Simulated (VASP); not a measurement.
Runs of VASP 6.6.1 on BaTiO3. The structure is that of space group Pm-3m (No. 221), or close to it. The cells are those of the table. 

```tsv
cell	k mesh	gap on the mesh (eV)	pressure (GPa)
a = 3.994 Å, 5 atoms	6 × 6 × 6	2.15	1.9
a = 3.968 Å, 5 atoms	8 × 8 × 8	2.20	(a)
a = 4.073 Å, 5 atoms	8 × 8 × 8	2.01	-7.7
a = 4.021 Å, 5 atoms	8 × 8 × 8	(c)	(b)
a = 3.994 Å, 5 atoms	8 × 8 × 8	2.15	2.0
```

Alike in all rows: task single point; level r2SCAN; potentials or basis VASP PAW PBE potentials, release 64 (Ba_sv, Ti_sv, O); no spin polarisation; cutoff (eV) 520; smearing fermi-dirac 0.02 eV.

Question: Fill in the values left out.

Answer: (a) 5.9; (b) -1.6; (c) 2.10.

Caveats: the PAW data sets were made with another functional, which shifts forces and pressure a little; spin-orbit coupling is left out, which moves the levels of the heavy elements.

A k mesh can miss the band edges, and the runs leave out spin-orbit coupling on Ba.
